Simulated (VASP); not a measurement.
# Be in VASP: notebook

Aim: see how the results for Be move with the level of theory and the settings. Levels: r2SCAN, r2SCAN0, r2SCANh. Tasks: single point.

All numbers are computed with VASP 6.6.1; they aren't measurements. Logs are shortened: lines on timing, memory, paths and dates and some standing lists are left out, and cuts for length are marked.

## 1. The cell of the first run

The cell holds a single atom in a box, 1 atom: a = 14.000 Å, b = 14.400 Å, c = 14.800 Å, α = 90.00°, β = 90.00°, γ = 90.00°.

## 2. Single point, r2SCAN, collinear spin, zero start

Contents of POSCAR:

```
Be
1.0
   14.0000000000      0.0000000000      0.0000000000
    0.0000000000     14.4000000000      0.0000000000
    0.0000000000      0.0000000000     14.8000000000
Be
1
Direct
    0.5000000000      0.5000000000      0.5000000000
```

Contents of INCAR.step1:

```
SYSTEM = Be
PREC = Accurate
ENCUT = 520
ISMEAR = -1
SIGMA = 0.01
LREAL = .False.
LASPH = .True.
NELM = 150
ISPIN = 2
MAGMOM = 0.01
NBANDS = 11
ISYM = 0
GGA = PE
ALGO = Normal
EDIFF = 1E-4
LWAVE = .True.
LCHARG = .False.
```

Contents of INCAR.step2:

```
SYSTEM = Be
PREC = Accurate
ENCUT = 520
EDIFF = 1E-6
ISMEAR = -1
SIGMA = 0.01
LREAL = .False.
LASPH = .True.
NELM = 150
ALGO = Normal
ISIF = 2
LWAVE = .False.
LCHARG = .False.
ISPIN = 2
MAGMOM = 0.01
LORBIT = 11
METAGGA = R2SCAN
LMIXTAU = .True.
NBANDS = 11
ISYM = 0
ISTART = 1
```

Contents of KPOINTS:

```
regular mesh
0
Gamma
  1 1 1
  0 0 0
```

Potentials or basis: VASP PAW PBE potentials, release 64 (Be).

The run is started by

```bash
> cat potpaw_PBE.64/Be/POTCAR > POTCAR
> cp INCAR.step1 INCAR
> mpirun -np 1 vasp_gam > vasp.out
> cp INCAR.step2 INCAR
> mpirun -np 1 vasp_gam > vasp.out
```

OUTCAR:

```text
SYSTEM = Be
   PREC = Accurate
   ENCUT = 520
   EDIFF = 1E-6
   ISMEAR = -1
   LREAL = .False.
   LASPH = .True.
   NELM = 150
   ISIF = 2
   ISPIN = 2
   LORBIT = 11
   METAGGA = R2SCAN
   ISYM = 0
   ISTART = 1

 ion  position               nearest neighbor table
   1  0.500  0.500  0.500-

IMPORTANT INFORMATION: All symmetrisations will be switched off!
NOSYMM: (Re-)initialisation of all symmetry stuff for point group C_1.

----------------------------------------------------------------------------------------

                                     Primitive cell

  volume of cell :    2983.6800

  direct lattice vectors                    reciprocal lattice vectors
    14.000000000  0.000000000  0.000000000     0.071428571  0.000000000  0.000000000
     0.000000000 14.400000000  0.000000000     0.000000000  0.069444444  0.000000000
     0.000000000  0.000000000 14.800000000     0.000000000  0.000000000  0.067567568

  length of vectors
    14.000000000 14.400000000 14.800000000     0.071428571  0.069444444  0.067567568

  position of ions in fractional coordinates (direct lattice)
     0.500000000  0.500000000  0.500000000

  ion indices of the primitive-cell ions
   primitive index   ion index
                 1           1

----------------------------------------------------------------------------------------

 KPOINTS: regular mesh

Automatic generation of k-mesh.
 Grid dimensions read from file:
 generate k-points for:    1    1    1

 Generating k-lattice:

  Cartesian coordinates                     Fractional coordinates (reciprocal lattice)
     0.071428571  0.000000000  0.000000000     1.000000000  0.000000000  0.000000000
     0.000000000  0.069444444  0.000000000     0.000000000  1.000000000  0.000000000
     0.000000000  0.000000000  0.067567568     0.000000000  0.000000000  1.000000000

  Length of vectors
     0.071428571  0.069444444  0.067567568

  Shift w.r.t. Gamma in fractional coordinates (k-lattice)
     0.000000000  0.000000000  0.000000000

 Subroutine IBZKPT returns following result:
 ===========================================

 Found      1 irreducible k-points:

 Following reciprocal coordinates:
            Coordinates               Weight
  0.000000  0.000000  0.000000      1.000000
   k-points           NKPTS =      1   k-points in BZ     NKDIM =      1   number of bands    NBANDS=     11
   number of dos      NEDOS =    301   number of ions     NIONS =      1
   total plane-waves  NPLWV = ******
   dimension x,y,z NGX =   108 NGY =  108 NGZ =  112
   dimension x,y,z NGXF=   216 NGYF=  216 NGZF=  224
   ions per type =               1
   NGX,Y,Z   is equivalent  to a cutoff of  12.82, 12.47, 12.58 a.u.
   NGXF,Y,Z  is equivalent  to a cutoff of  25.65, 24.94, 25.16 a.u.
 SYSTEM =  Be
   PREC   = accura    normal or accurate (medium, high low for compatibility)
   ISTART =      1    job   : 0-new  1-cont  2-samecut
   ICHARG =      0    charge: 1-file 2-atom 10-const
   ISPIN  =      2    spin polarized calculation?
   LNONCOLLINEAR =      F non collinear calculations
   LSORBIT =      F    spin-orbit coupling
   LASPH  =      T    aspherical Exc in radial PAW
   ENCUT  =  520.0 eV  38.22 Ry    6.18 a.u.  26.03 26.77 27.52*2*pi/ulx,y,z
   NELM   =    150;   NELMIN=  2; NELMDL=  0     # of ELM steps
   EDIFF  = 0.1E-05   stopping-criterion for ELM
   LREAL  =      F    real-space projection
   EDIFFG = 0.1E-04   stopping-criterion for IOM
   NSW    =      0    number of steps for IOM
   IBRION =     -1    ionic relax: 0-MD 1-quasi-New 2-CG
   NFREE  =      0    steps in history (QN), initial steepest desc. (CG)
   ISIF   =      2    stress and relaxation
   ISYM   =      0    0-nonsym 1-usesym 2-fastsym
   POTIM  = 0.5000    time-step for ionic-motion
   TEBEG  =    0.0;   TEEND  =   0.0 temperature during run
   PSTRESS=    0.0 pullay stress
   NELECT =       2.0000    total number of electrons
   NUPDOWN=      -1.0000    fix difference up-down
   EMIN   =  10.00;   EMAX   =-10.00  energy-range for DOS
   EFERMI =   0.00;   METHOD = LEGACY
   ISMEAR =    -1;   SIGMA  =   0.01  broadening in eV -4-tet -1-fermi 0-gaus
   EFERMI_NEDOS =   21; number of points for ismear=-14 and -15
   IALGO  =     38    algorithm
   IMIX   =      4    mixing-type and parameters
     AMIX     =   0.40;   BMIX     =  1.00
     AMIX_MAG =   1.60;   BMIX_MAG =  1.00
  volume/ion in A,a.u.               =    2983.68     20134.87
  Fermi-wavevector in a.u.,A,eV,Ry     =   0.143274  0.270749  0.279293  0.020527
  Thomas-Fermi vector in A             =   0.807119
   LORBIT       =     11    0 simple, 1 ext, 2 COOP (PROOUT), +10 PAW based schemes
   METAGGA = R2SCAN    functional components
   LHFCALC =     F    Hartree Fock is set to
   AEXX    =    0.0000 exact exchange contribution
   IVDW    =     0    specifies the selected vdW correction
   LEPSILON=     F    determine dielectric tensor
   LRPA    =     F    only Hartree local field effects (RPA)
 spin polarized calculation
  energy-cutoff  :      520.00
  volume of cell :     2983.68
 maximum number of plane-waves:     40220
 NGX is ok and might be reduce to   108
   NGX = 53   NGY = 53   NGZ = 55

 number of electron       2.0000000 magnetization       0.0000780

 number of electron       2.0000000 magnetization      -0.0006423

 Free energy of the ion-electron system (eV)
  ---------------------------------------------------
  ext. energy  EPLUGINS =         0.00000000
  ---------------------------------------------------
  free energy    TOTEN  =        -0.54078537 eV

  energy without entropy =       -0.54078537  energy(sigma->0) =       -0.54078537

 E-fermi :  -5.4157     XC(G=0):  -0.1417

 val. band max:       -5.6629839646   @ k =   0.0000   0.0000   0.0000
 cond. band min:      -1.7323521343   @ k =   0.0000   0.0000   0.0000
 fundamental gap:      3.9306318302
 Fermi energy:        -5.4157292776

 spin component 1

 k-point     1 :       0.0000    0.0000    0.0000
  band No.  band energies     occupation
      1      -5.6666      1.00000
      2      -1.7324      0.00000
      3      -1.7321      0.00000
      4      -1.7320      0.00000
      5       0.0492      0.00000
      6       0.7160      0.00000
      7       0.7604      0.00000
      8       0.7621      0.00000
      9       0.7959      0.00000
     10       0.8391      0.00000
     11       0.8755      0.00000
 Fermi energy:        -5.4157292776

 spin component 2

 k-point     1 :       0.0000    0.0000    0.0000
  band No.  band energies     occupation
      1      -5.6630      1.00000
      2      -1.7168      0.00000
      3      -1.7158      0.00000
      4      -1.7146      0.00000
      5       0.0803      0.00000
      6       0.7403      0.00000
      7       0.7809      0.00000
      8       0.7926      0.00000
      9       0.8301      0.00000
     10       0.8693      0.00000
     11       0.9355      0.00000

------------------------ aborting loop because EDIFF is reached ----------------------------------------

  FORCE on cell =-STRESS in cart. coord.  units (eV):
  Direction    XX          YY          ZZ          XY          YZ          ZX
  --------------------------------------------------------------------------------------
  -------------------------------------------------------------------------------------
  Total       -0.0422604     -0.0437103     -0.0429626     -0.0000060      0.0000005     -0.0000001
  in kB       -0.0226930     -0.0234716     -0.0230700     -0.0000032      0.0000003     -0.0000001
  external PRESSURE =      -0.0230782 kB  Pullay stress =       0.0000000 kB

 VOLUME and BASIS-vectors are now :
 -----------------------------------------------------------------------------
  energy-cutoff  :      520.00
  volume of cell :     2983.68
      direct lattice vectors                 reciprocal lattice vectors
    14.000000000  0.000000000  0.000000000     0.071428571  0.000000000  0.000000000
     0.000000000 14.400000000  0.000000000     0.000000000  0.069444444  0.000000000
     0.000000000  0.000000000 14.800000000     0.000000000  0.000000000  0.067567568

 POSITION                                       TOTAL-FORCE (eV/Angst)
 -----------------------------------------------------------------------------------
      7.00000      7.20000      7.40000         0.000751      0.000351     -0.000012
 -----------------------------------------------------------------------------------
    total drift:                                0.000751      0.000351     -0.000012

  FREE ENERGIE OF THE ION-ELECTRON SYSTEM (eV)
  ---------------------------------------------------
  free  energy   TOTEN  =        -0.5407853745 eV

  energy  without entropy=       -0.5407853745  energy(sigma->0) =       -0.54078537

 total charge

# of ion       s       p       d       tot
------------------------------------------
    1        0.662   0.000   0.000   0.662

 magnetization (x)

# of ion       s       p       d       tot
------------------------------------------
    1       -0.001   0.000   0.000  -0.001
```

Wall time 24 min (1 thread of AMD EPYC 7R43 (Zen 3), shared host); peak memory 3.4 GiB.

What came out:

```
Free energy                                           : -0.5408 eV
Pressure                                              : 0.0 GPa
Band gap on the k mesh                                : 3.93 eV
Net moment                                            : 0.00 μB per cell
Valence electrons inside the program's atomic spheres : Be 0.66
```

Caveat: the PAW data sets were made with another functional, which shifts forces and pressure a little.

## 3. Single point, r2SCAN0, collinear spin, zero start

POSCAR is that of step 2.

Contents of INCAR.step1:

```
ALGO = Normal ; EDIFF = 1E-5
ENCUT = 520 ; GGA = PE
ISIF = 2 ; ISMEAR = -1
ISPIN = 2 ; ISYM = 0
LASPH = True ; LCHARG = False
LORBIT = 11 ; LREAL = False
LWAVE = True ; MAGMOM = 0.01
NBANDS = 11 ; NELM = 150
PREC = Accurate ; SIGMA = 0.01
```

Contents of INCAR.step2:

```
AEXX = 0.25 ; ALGO = Normal
EDIFF = 1E-7 ; ENCUT = 520
ISIF = 2 ; ISMEAR = -1
ISPIN = 2 ; ISTART = 1
ISYM = 0 ; LASPH = True
LCHARG = False ; LHFCALC = True
LMIXTAU = True ; LORBIT = 11
LREAL = False ; LWAVE = False
MAGMOM = 0.01 ; METAGGA = R2SCAN
NBANDS = 11 ; NELM = 150
PREC = Accurate ; PRECFOCK = Normal
SIGMA = 0.01
```

Contents of KPOINTS:

```
k-points
0
Gamma
  1 1 1
```

Potentials or basis: VASP PAW PBE potentials, release 64 (Be).

The run is started by

```bash
> cat potpaw_PBE.64/Be/POTCAR > POTCAR
> cp INCAR.step1 INCAR
> mpirun -np 1 vasp_gam > vasp.out
> cp INCAR.step2 INCAR
> mpirun -np 1 vasp_gam > vasp.out
```

OUTCAR:

```text
AEXX = 0.25
   EDIFF = 1E-7
   ENCUT = 520
   ISIF = 2
   ISMEAR = -1
   ISPIN = 2
   ISTART = 1
   ISYM = 0
   LASPH = True
   LHFCALC = True
   LORBIT = 11
   LREAL = False
   METAGGA = R2SCAN
   NELM = 150
   PREC = Accurate
   PRECFOCK = Normal

 ion  position               nearest neighbor table
   1  0.500  0.500  0.500-

IMPORTANT INFORMATION: All symmetrisations will be switched off!
NOSYMM: (Re-)initialisation of all symmetry stuff for point group C_1.

----------------------------------------------------------------------------------------

                                     Primitive cell

  volume of cell :    2983.6800

  direct lattice vectors                    reciprocal lattice vectors
    14.000000000  0.000000000  0.000000000     0.071428571  0.000000000  0.000000000
     0.000000000 14.400000000  0.000000000     0.000000000  0.069444444  0.000000000
     0.000000000  0.000000000 14.800000000     0.000000000  0.000000000  0.067567568

  length of vectors
    14.000000000 14.400000000 14.800000000     0.071428571  0.069444444  0.067567568

  position of ions in fractional coordinates (direct lattice)
     0.500000000  0.500000000  0.500000000

  ion indices of the primitive-cell ions
   primitive index   ion index
                 1           1

----------------------------------------------------------------------------------------

 KPOINTS: k-points

Automatic generation of k-mesh.
 Grid dimensions read from file:
 generate k-points for:    1    1    1

 Generating k-lattice:

  Cartesian coordinates                     Fractional coordinates (reciprocal lattice)
     0.071428571  0.000000000  0.000000000     1.000000000  0.000000000  0.000000000
     0.000000000  0.069444444  0.000000000     0.000000000  1.000000000  0.000000000
     0.000000000  0.000000000  0.067567568     0.000000000  0.000000000  1.000000000

  Length of vectors
     0.071428571  0.069444444  0.067567568

  Shift w.r.t. Gamma in fractional coordinates (k-lattice)
     0.000000000  0.000000000  0.000000000

 Subroutine IBZKPT returns following result:
 ===========================================

 Found      1 irreducible k-points:

 Following reciprocal coordinates:
            Coordinates               Weight
  0.000000  0.000000  0.000000      1.000000
   k-points           NKPTS =      1   k-points in BZ     NKDIM =      1   number of bands    NBANDS=     11
   number of dos      NEDOS =    301   number of ions     NIONS =      1
   total plane-waves  NPLWV = ******
   dimension x,y,z NGX =   108 NGY =  108 NGZ =  112
   dimension x,y,z NGXF=   216 NGYF=  216 NGZF=  224
   ions per type =               1
   NGX,Y,Z   is equivalent  to a cutoff of  12.82, 12.47, 12.58 a.u.
   NGXF,Y,Z  is equivalent  to a cutoff of  25.65, 24.94, 25.16 a.u.
 SYSTEM =  unknown system
   PREC   = accura    normal or accurate (medium, high low for compatibility)
   ISTART =      1    job   : 0-new  1-cont  2-samecut
   ICHARG =      0    charge: 1-file 2-atom 10-const
   ISPIN  =      2    spin polarized calculation?
   LNONCOLLINEAR =      F non collinear calculations
   LSORBIT =      F    spin-orbit coupling
   LASPH  =      T    aspherical Exc in radial PAW
   ENCUT  =  520.0 eV  38.22 Ry    6.18 a.u.  26.03 26.77 27.52*2*pi/ulx,y,z
   NELM   =    150;   NELMIN=  2; NELMDL=  0     # of ELM steps
   EDIFF  = 0.1E-06   stopping-criterion for ELM
   LREAL  =      F    real-space projection
   EDIFFG = 0.1E-05   stopping-criterion for IOM
   NSW    =      0    number of steps for IOM
   IBRION =     -1    ionic relax: 0-MD 1-quasi-New 2-CG
   NFREE  =      0    steps in history (QN), initial steepest desc. (CG)
   ISIF   =      2    stress and relaxation
   ISYM   =      0    0-nonsym 1-usesym 2-fastsym
   POTIM  = 0.5000    time-step for ionic-motion
   TEBEG  =    0.0;   TEEND  =   0.0 temperature during run
   PSTRESS=    0.0 pullay stress
   NELECT =       2.0000    total number of electrons
   NUPDOWN=      -1.0000    fix difference up-down
   EMIN   =  10.00;   EMAX   =-10.00  energy-range for DOS
   EFERMI =   0.00;   METHOD = LEGACY
   ISMEAR =    -1;   SIGMA  =   0.01  broadening in eV -4-tet -1-fermi 0-gaus
   EFERMI_NEDOS =   21; number of points for ismear=-14 and -15
   IALGO  =     38    algorithm
   IMIX   =      1    mixing-type and parameters
     AMIX     =   0.40;   BMIX     =  1.00
     AMIX_MAG =   1.60;   BMIX_MAG =  1.00
  volume/ion in A,a.u.               =    2983.68     20134.87
  Fermi-wavevector in a.u.,A,eV,Ry     =   0.143274  0.270749  0.279293  0.020527
  Thomas-Fermi vector in A             =   0.807119
   LORBIT       =     11    0 simple, 1 ext, 2 COOP (PROOUT), +10 PAW based schemes
   METAGGA = R2SCAN    functional components
   LHFCALC =     T    Hartree Fock is set to
   PRECFOCK=normal    Normal, Fast or Accurate (Low or Medium for compatibility)
   ENCUT4O =  -1.0   cutoff for four orbital integrals eV
   NKREDX  =     1    reduce k-point grid by
   NKREDY  =     1    reduce k-point grid by
   NKREDZ  =     1    reduce k-point grid by
   AEXX    =    0.2500 exact exchange contribution
   HFSCREEN=    0.0000 screening length (either q_TF or 0.3 A-1)
   HFSCREENC=   0.0000 screening length for correlation (either q_TF or 0.3 A-1)
   ENCUTFOCK=  -1.0 apply spherical cutoff to Coloumb kernel
   IVDW    =     0    specifies the selected vdW correction
   LEPSILON=     F    determine dielectric tensor
   LRPA    =     F    only Hartree local field effects (RPA)
 spin polarized calculation
  energy-cutoff  :      520.00
  volume of cell :     2983.68
 maximum number of plane-waves:     40220
 NGX is ok and might be reduce to   108
  NGX = 80; NGY = 84; NGZ = 84

 number of electron       2.0000000 magnetization       0.0000000

 number of electron       2.0000000 magnetization      -0.0000000

 Free energy of the ion-electron system (eV)
  ---------------------------------------------------
  ext. energy  EPLUGINS =         0.00000000
  ---------------------------------------------------
  free energy    TOTEN  =        -0.55723445 eV

  energy without entropy =       -0.55723445  energy(sigma->0) =       -0.55723445

 E-fermi :  -6.2649     XC(G=0):  -0.0074

 val. band max:       -6.5242911244   @ k =   0.0000   0.0000   0.0000
 cond. band min:      -1.0229711483   @ k =   0.0000   0.0000   0.0000
 fundamental gap:      5.5013199761
 Fermi energy:        -6.2649137427

 spin component 1

 k-point     1 :       0.0000    0.0000    0.0000
  band No.  band energies     occupation
      1      -6.5243      1.00000
      2      -1.0230      0.00000
      3      -1.0223      0.00000
      4      -1.0216      0.00000
      5       0.1419      0.00000
      6       0.7900      0.00000
      7       0.8405      0.00000
      8       0.8711      0.00000
      9       0.9087      0.00000
     10       0.9506      0.00000
     11       1.0288      0.00000
 Fermi energy:        -6.2649137427

 spin component 2

 k-point     1 :       0.0000    0.0000    0.0000
  band No.  band energies     occupation
      1      -6.5243      1.00000
      2      -1.0230      0.00000
      3      -1.0223      0.00000
      4      -1.0216      0.00000
      5       0.1420      0.00000
      6       0.7901      0.00000
      7       0.8407      0.00000
      8       0.8713      0.00000
      9       0.9090      0.00000
     10       0.9508      0.00000
     11       1.0288      0.00000

------------------------ aborting loop because EDIFF is reached ----------------------------------------

  FORCE on cell =-STRESS in cart. coord.  units (eV):
  Direction    XX          YY          ZZ          XY          YZ          ZX
  --------------------------------------------------------------------------------------
  -------------------------------------------------------------------------------------
  Total       -0.0118947     -0.0120947     -0.0119940     -0.0000000     -0.0000000     -0.0000000
  in kB       -0.0063872     -0.0064946     -0.0064406     -0.0000000     -0.0000000     -0.0000000
  external PRESSURE =      -0.0064408 kB  Pullay stress =       0.0000000 kB

 VOLUME and BASIS-vectors are now :
 -----------------------------------------------------------------------------
  energy-cutoff  :      520.00
  volume of cell :     2983.68
      direct lattice vectors                 reciprocal lattice vectors
    14.000000000  0.000000000  0.000000000     0.071428571  0.000000000  0.000000000
     0.000000000 14.400000000  0.000000000     0.000000000  0.069444444  0.000000000
     0.000000000  0.000000000 14.800000000     0.000000000  0.000000000  0.067567568

 POSITION                                       TOTAL-FORCE (eV/Angst)
 -----------------------------------------------------------------------------------
      7.00000      7.20000      7.40000         0.000000      0.000000      0.000000
 -----------------------------------------------------------------------------------
    total drift:                                0.000000      0.000000      0.000000

  FREE ENERGIE OF THE ION-ELECTRON SYSTEM (eV)
  ---------------------------------------------------
  free  energy   TOTEN  =        -0.5572344495 eV

  energy  without entropy=       -0.5572344495  energy(sigma->0) =       -0.55723445

 total charge

# of ion       s       p       d       tot
------------------------------------------
    1        0.669   0.000   0.000   0.669

 magnetization (x)

# of ion       s       p       d       tot
------------------------------------------
    1       -0.000  -0.000   0.000  -0.000
```

Wall time 31 min (1 thread of AMD EPYC 7R43 (Zen 3), shared host); peak memory 3.4 GiB.

What came out:

* Free energy: -0.5572 eV
* Pressure: 0.0 GPa
* Band gap on the k mesh: 5.50 eV
* Net moment: 0.00 μB per cell
* Valence electrons inside the program's atomic spheres: Be 0.67

Caveat: the PAW data sets were made with another functional, which shifts forces and pressure a little.

(Part 1 of 2 ends here.)
